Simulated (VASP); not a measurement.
Wanted: the native input for a VASP 6.6.1 run.

```yaml
Task: relaxation of the atoms
Functional: PBE
Potentials_or_basis: VASP PAW PBE potentials, release 64 (Hf_pv, S, O)
Cutoff: 520 eV
k_mesh: 3 × 3 × 3
Occupations: fermi-dirac, width 0.01 eV
Spin: no spin polarisation
Dipole_correction: no
Further_INCAR_settings: LREAL = Auto; ALGO = Normal; EDIFF = 1e-06; IBRION = 2; EDIFFG = -0.03; NSW = 60
```

The structure of Hf8SO15 (a cell with a defect) lies in POSCAR:

```
Hf8SO15
1.0
    0.0000000000      5.1150000000      5.1150000000
    5.1150000000      0.0000000000      5.1150000000
    5.1150000000      5.1150000000      0.0000000000
Hf S O
8 1 15
Direct
    0.0000000000      0.0000000000      0.0000000000
    0.0000000000      0.0000000000      0.5000000000
    0.0000000000      0.5000000000      0.0000000000
    0.0000000000      0.5000000000      0.5000000000
    0.5000000000      0.0000000000      0.0000000000
    0.5000000000      0.0000000000      0.5000000000
    0.5000000000      0.5000000000      0.0000000000
    0.5000000000      0.5000000000      0.5000000000
    0.1250000000      0.1250000000      0.1250000000
    0.1250000000      0.1250000000      0.6250000000
    0.1250000000      0.6250000000      0.1250000000
    0.1250000000      0.6250000000      0.6250000000
    0.6250000000      0.1250000000      0.1250000000
    0.6250000000      0.1250000000      0.6250000000
    0.6250000000      0.6250000000      0.1250000000
    0.6250000000      0.6250000000      0.6250000000
    0.3750000000      0.3750000000      0.3750000000
    0.3750000000      0.3750000000      0.8750000000
    0.3750000000      0.8750000000      0.3750000000
    0.3750000000      0.8750000000      0.8750000000
    0.8750000000      0.3750000000      0.3750000000
    0.8750000000      0.3750000000      0.8750000000
    0.8750000000      0.8750000000      0.3750000000
    0.8750000000      0.8750000000      0.8750000000
```

The input as run:

INCAR

```
SYSTEM = Hf8SO15
PREC = Accurate
ENCUT = 520
EDIFF = 1E-6
ISMEAR = -1
SIGMA = 0.01
LREAL = Auto
LASPH = .True.
NELM = 80
ALGO = Normal
ISIF = 2
LWAVE = .False.
LCHARG = .False.
GGA = PE
IBRION = 2
NSW = 60
EDIFFG = -0.03
LUSENCCL = .False.
```

KPOINTS

```
Automatic mesh
0
Gamma
  3 3 3
  0 0 0
```

Potentials or basis: VASP PAW PBE potentials, release 64 (Hf_pv, S, O).

Launch:

```sh
$ cat potpaw_PBE.64/Hf_pv/POTCAR potpaw_PBE.64/S/POTCAR potpaw_PBE.64/O/POTCAR > POTCAR
$ mpirun -np 1 vasp_std > vasp.out
```

Results of the run:

```json
{
 "Energy gained by relaxing": "79.5 meV/atom",
 "Ionic steps": "11",
 "Pressure after relaxing": "8.3 GPa",
 "Largest force after relaxing": "0.010 eV/Å",
 "Band gap on the k mesh": "3.13 eV"
}
```

Caveat: spin-orbit coupling is left out, which moves the levels of the heavy elements.

Wall time 9.6 min on 1 × NVIDIA H100 80GB with 1 thread of Intel(R) Xeon(R) Platinum 8481C CPU @ 2.70GHz (Sapphire Rapids), with other jobs on the host, peak memory 1.4 GiB.
